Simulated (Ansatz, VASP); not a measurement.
## In: VASP and Ansatz over several settings

```
In
1.0
    -1.91945    1.91945    1.91945
     1.91945   -1.91945    1.91945
     1.91945    1.91945   -1.91945
In
1
Direct
  0.00000 0.00000 0.00000
```

Single points on this cell with VASP 6.6.1 and Ansatz 0.2.0. Each row is one pair of runs. Alike in all rows: spin: off; smearing: fermi-dirac, width 0.05 eV.

```csv
level,k mesh,"VASP's potentials, cutoff","Ansatz's potentials, cutoff","gap on the k mesh at the Fermi level (eV), VASP","gap on the k mesh at the Fermi level (eV), Ansatz","pressure (GPa), VASP","pressure (GPa), Ansatz"
r2SCAN,10 × 10 × 10,"VASP PAW PBE potentials, release 64 (In_d), 520 eV","Ansatz PAW, 500 eV",none,none,-2.0,-2.0
LDA,10 × 10 × 10,"VASP PAW LDA potentials, release 64 (In_d), 520 eV","Ansatz PAW, 420 eV",none,none,-4.5,-4.5
PBE-based screened hybrid,5 × 5 × 5,"VASP PAW PBE potentials, release 64 (In_d), 520 eV","Ansatz PAW, 420 eV",none,none,-2.3,-2.1
```

Pressure (GPa): the two programs differ by at most 0.22.

A gap of «none» marks a metal or a gap that the smearing closes.

The k mesh is coarse in some rows, so the values compare programs but aren't converged.
